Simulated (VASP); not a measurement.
# C (P2_1/m) in VASP: single point with PBEsol+D3(BJ)

Aim: the single point of C with PBEsol+D3(BJ).

Program: VASP 6.6.1. These are calculated values, not measurements. Logs are shortened: lines on timing, memory, paths and dates and some standing lists are left out, and cuts for length are marked.

### Step 1. The cell of the first run

Symmetry: P2_1/m, No. 11, monoclinic system. Conventional cell: a = 3.577 Å, b = 2.458 Å, c = 10.830 Å, α = 90.00°, β = 96.05°, γ = 90.00°. C (site symmetry m) has 3 C at 1.42 Å within 1.9 Å. C (site symmetry m) has 2 C at 1.42 Å within 1.9 Å. C (site symmetry m) has 3 C at 1.42 Å within 1.9 Å. Within 1.9 Å of C (site symmetry m) lie 3 C at 1.42 Å. C (site symmetry m) has 3 C at 1.42 Å within 1.9 Å.

### Step 2. Single point, PBEsol+D3(BJ) (the part above a cut slid along it)

File INCAR:

```
PREC     = Accurate       # precision mode
ENCUT    = 520            # plane-wave cutoff, eV
EDIFF    = 1E-7           # SCF threshold, eV
ISMEAR   = 0              # smearing method
SIGMA    = 0.05           # smearing width, eV
LREAL    = False          # projectors in reciprocal space
LASPH    = True           # aspherical terms in the spheres
NELM     = 80             # most SCF steps
ALGO     = Normal         # electronic algorithm
ISIF     = 2              # what is computed and relaxed
LWAVE    = False          # write WAVECAR
LCHARG   = False          # write CHGCAR
GGA      = PS             # functional
IVDW     = 12             # dispersion correction
NBANDS   = 31             # bands
ISYM     = 0
```

File KPOINTS:

```
regular mesh
0
Gamma
  8 11 3
```

File POSCAR:

```
C
1.0
    0.0000000000      1.4191802056     -3.2829684911
   -2.4580922212      0.0000000000      0.0000000000
    2.4580922212     10.8521675485      2.0382818951
C
10
Direct
    0.1883528194      0.3861665095      0.7861665095
    0.7377783164      0.6604465293      0.0604465293
    0.8504219421      0.3418765244      0.2418765244
   -0.0369344321      1.0233065194      0.4233065194
    0.0757091936      0.7047365144      0.6047365144
    0.7748653094      0.2209834657      0.1209834657
   -0.1124910648      0.9024134607      0.3024134607
    0.0001525609      0.5838434558      0.4838434558
    0.1127961867      1.2652734508      0.6652734508
    0.2254398125      0.9467034458      0.8467034458
```

Potentials or basis: VASP PAW PBE potentials, release 64 (C).

The run is started by

```sh
$ cat potpaw_PBE.64/C/POTCAR > POTCAR
$ mpirun -np 1 vasp_std > vasp.out
```

OUTCAR:

```text
PREC = Accurate
   ENCUT = 520
   EDIFF = 1E-7
   ISMEAR = 0
   LREAL = False
   LASPH = True
   NELM = 80
   ISIF = 2
   GGA = PS
   IVDW = 12
   ISYM = 0
 IVDW          = 12

 ion  position               nearest neighbor table
   1  0.188  0.386  0.786-  10 1.42  10 1.42   9 1.42
   2  0.738  0.660  0.060-   6 1.42   6 1.42
   3  0.850  0.342  0.242-   7 1.42   7 1.42   6 1.42
   4  0.963  0.023  0.423-   8 1.42   8 1.42   7 1.42
   5  0.076  0.705  0.605-   8 1.42   9 1.42   9 1.42
   6  0.775  0.221  0.121-   2 1.42   2 1.42   3 1.42
   7  0.888  0.902  0.302-   3 1.42   3 1.42   4 1.42
   8  0.000  0.584  0.484-   5 1.42   4 1.42   4 1.42
   9  0.113  0.265  0.665-   5 1.42   5 1.42   1 1.42
  10  0.225  0.947  0.847-   1 1.42   1 1.42

IMPORTANT INFORMATION: All symmetrisations will be switched off!
NOSYMM: (Re-)initialisation of all symmetry stuff for point group C_1.

----------------------------------------------------------------------------------------

                                     Primitive cell

  volume of cell :      94.6857

  direct lattice vectors                    reciprocal lattice vectors
     0.000000000  1.419180206 -3.282968491     0.000000000  0.052914880 -0.281728031
    -2.458092221  0.000000000  0.000000000    -0.406819562  0.085227605  0.036842672
     2.458092221 10.852167549  2.038281895     0.000000000  0.085227605  0.036842672

  length of vectors
     3.576584204  2.458092221 11.312221309     0.286654266  0.417280820  0.092850025

  position of ions in fractional coordinates (direct lattice)
     0.188352819  0.386166510  0.786166509
     0.737778316  0.660446529  0.060446529
     0.850421942  0.341876524  0.241876524
     0.963065568  0.023306519  0.423306519
     0.075709194  0.704736514  0.604736514
     0.774865309  0.220983466  0.120983466
     0.887508935  0.902413461  0.302413461
     0.000152561  0.583843456  0.483843456
     0.112796187  0.265273451  0.665273451
     0.225439812  0.946703446  0.846703446

  ion indices of the primitive-cell ions
   primitive index   ion index
                 1           1
                 2           2
                 3           3
                 4           4
                 5           5
                 6           6
                 7           7
                 8           8
                 9           9
                10          10

----------------------------------------------------------------------------------------
[... 100 lines left out ...]
   POTIM  = 0.5000    time-step for ionic-motion
   TEBEG  =    0.0;   TEEND  =   0.0 temperature during run
   PSTRESS=    0.0 pullay stress
   NELECT =      40.0000    total number of electrons
   NUPDOWN=      -1.0000    fix difference up-down
   EMIN   =  10.00;   EMAX   =-10.00  energy-range for DOS
   EFERMI =   0.00;   METHOD = LEGACY
   ISMEAR =     0;   SIGMA  =   0.05  broadening in eV -4-tet -1-fermi 0-gaus
   EFERMI_NEDOS =   21; number of points for ismear=-14 and -15
   IALGO  =     38    algorithm
   IMIX   =      4    mixing-type and parameters
     AMIX     =   0.40;   BMIX     =  1.00
     AMIX_MAG =   1.60;   BMIX_MAG =  1.00
  volume/ion in A,a.u.               =       9.47        63.90
  Fermi-wavevector in a.u.,A,eV,Ry     =   1.228382  2.321305 20.530121  1.508921
  Thomas-Fermi vector in A             =   2.363309
   LORBIT       =      0    0 simple, 1 ext, 2 COOP (PROOUT), +10 PAW based schemes
   GGA     = PS    functional components
   LHFCALC =     F    Hartree Fock is set to
   AEXX    =    0.0000 exact exchange contribution
   IVDW    =    12    specifies the selected vdW correction
   LEPSILON=     F    determine dielectric tensor
   LRPA    =     F    only Hartree local field effects (RPA)
 non-spin polarized calculation
 Gauss-broadening in eV      SIGMA  =   0.05
  energy-cutoff  :      520.00
  volume of cell :       94.69
 maximum number of plane-waves:      2571
   NGX = 13   NGY =  9   NGZ = 41

 number of electron      40.0000000 magnetization

 Free energy of the ion-electron system (eV)
  ---------------------------------------------------
  ext. energy  EPLUGINS =         0.00000000
  ---------------------------------------------------
  free energy    TOTEN  =       -90.15198693 eV

  energy without entropy =      -90.15026432  energy(sigma->0) =      -90.15112562

 E-fermi :   3.4473     XC(G=0): -10.3079

 val. band max:        3.4416573816   @ k =   0.5000   0.0909   0.3333
 cond. band min:       3.4476919169   @ k =   0.5000   0.0909   0.0000
 fundamental gap:      0.0060345353
 Fermi energy:         3.4472899359

 k-point     1 :       0.0000    0.0000    0.0000
  band No.  band energies     occupation
      1     -15.8481      2.00000
      2     -15.0729      2.00000
      3     -13.9963      2.00000
      4     -12.3624      2.00000
      5     -10.9840      2.00000
      6      -7.9765      2.00000
[... 805 lines left out ...]
     30      12.9760      0.00000
     31      13.8788      0.00000

 [... further k-points ...]

------------------------ aborting loop because EDIFF is reached ----------------------------------------

 Edisp (eV)   -1.07337

 E8    (eV) :    -0.5220

  FORCE on cell =-STRESS in cart. coord.  units (eV):
  Direction    XX          YY          ZZ          XY          YZ          ZX
  --------------------------------------------------------------------------------------
  -------------------------------------------------------------------------------------
  Total      -1.41840    -0.25207    -1.26083    -0.02454     0.28096     0.00358
  in kB     -24.00072    -4.26527   -21.33453    -0.41523     4.75417     0.06057
  external pressure =      -16.53 kB  Pullay stress =        0.00 kB

 VOLUME and BASIS-vectors are now :
 -----------------------------------------------------------------------------
  energy-cutoff  :      520.00
  volume of cell :       94.69
      direct lattice vectors                 reciprocal lattice vectors
     0.000000000  1.419180206 -3.282968491     0.000000000  0.052914880 -0.281728031
    -2.458092221  0.000000000  0.000000000    -0.406819562  0.085227605  0.036842672
     2.458092221 10.852167549  2.038281895     0.000000000  0.085227605  0.036842672

 POSITION                                       TOTAL-FORCE (eV/Angst)
 -----------------------------------------------------------------------------------
      0.98324      8.79892      0.98407         0.003008      2.090644      0.041837
     -1.47486      1.70302     -2.29890         0.003571      0.953598     -0.670922
     -0.24581      3.83179     -2.29890         0.004594      0.686721      0.313845
      0.98324      5.96056     -2.29890         0.004795      0.096229     -0.032762
     -0.24581      6.67015      0.98407         0.004736      0.105685      0.026674
     -0.24581      2.41261     -2.29726        -0.003031     -2.090557     -0.041774
     -1.47486      4.54138     -2.29726        -0.004722     -0.105904     -0.026729
     -0.24581      5.25097      0.98571        -0.004857     -0.096108      0.032793
      0.98324      7.37974      0.98571        -0.004549     -0.686819     -0.313924
     -0.24581      9.50851      0.98571        -0.003545     -0.953489      0.670963
 -----------------------------------------------------------------------------------
    total drift:                               -0.000440     -0.000178     -0.000128

  FREE ENERGIE OF THE ION-ELECTRON SYSTEM (eV)
  ---------------------------------------------------
  free  energy   TOTEN  =       -91.2253532442 eV

  energy  without entropy=      -91.2236306384  energy(sigma->0) =      -91.22449194
```

OSZICAR:

```text
N       E                     dE             d eps       ncg     rms          rms(c)
DAV:   1     0.133635135773E+03    0.13364E+03   -0.20230E+04  8246   0.119E+03
DAV:   2    -0.840381911471E+02   -0.21767E+03   -0.20930E+03 10492   0.250E+02
DAV:   3    -0.953940431960E+02   -0.11356E+02   -0.11256E+02 10460   0.556E+01
DAV:   4    -0.955549671815E+02   -0.16092E+00   -0.16068E+00 11095   0.738E+00
DAV:   5    -0.955583717921E+02   -0.34046E-02   -0.34038E-02 10676   0.102E+00    0.140E+01
DAV:   6    -0.913898265896E+02    0.41685E+01   -0.45361E+00 10024   0.935E+00    0.804E+00
DAV:   7    -0.901422659123E+02    0.12476E+01   -0.39865E+00 10215   0.879E+00    0.213E+00
DAV:   8    -0.901528549654E+02   -0.10589E-01   -0.15599E-01 10374   0.191E+00    0.931E-01
DAV:   9    -0.901516232580E+02    0.12317E-02   -0.24744E-02 10226   0.736E-01    0.158E-01
DAV:  10    -0.901518297085E+02   -0.20645E-03   -0.17251E-03 11022   0.226E-01    0.649E-02
DAV:  11    -0.901519842129E+02   -0.15450E-03   -0.94973E-04 10597   0.913E-02    0.758E-02
DAV:  12    -0.901519510869E+02    0.33126E-04   -0.72131E-04 10878   0.560E-02    0.265E-02
DAV:  13    -0.901519868709E+02   -0.35784E-04   -0.62657E-05 10087   0.384E-02    0.524E-03
DAV:  14    -0.901519868032E+02    0.67668E-07   -0.38458E-06 10537   0.102E-02    0.237E-03
DAV:  15    -0.901519869710E+02   -0.16771E-06   -0.70687E-07 10622   0.407E-03    0.106E-03
DAV:  16    -0.901519869263E+02    0.44630E-07   -0.93523E-08  7132   0.162E-03
   1 F= -.91225353E+02 E0= -.91224492E+02  d E =-.172261E-02
```

It took 3.5 min on 1 thread of Intel Xeon 6975P-C (Granite Rapids), shared host; peak memory 0.37 GiB.

Results:

```
Free energy                : -91.2254 eV
Pressure                   : -1.7 GPa
Largest force              : 2.091 eV/Å
Band gap on the k mesh     : zero (bands 20 and 21 overlap by 0.10 eV)
Dispersion energy per atom : -0.107 eV
```

Forces in eV/Å, atoms in the order of the input:
```
C    0.003  2.091  0.042
C    0.004  0.954 -0.671
C    0.005  0.687  0.314
C    0.005  0.096 -0.033
C    0.005  0.106  0.027
C   -0.003 -2.091 -0.042
C   -0.005 -0.106 -0.027
C   -0.005 -0.096  0.033
C   -0.005 -0.687 -0.314
C   -0.004 -0.953  0.671
```

Caveat: the cell differs from its parent crystal (the part above a cut slid along it); the PAW data sets were made with another functional, which shifts forces and pressure a little.
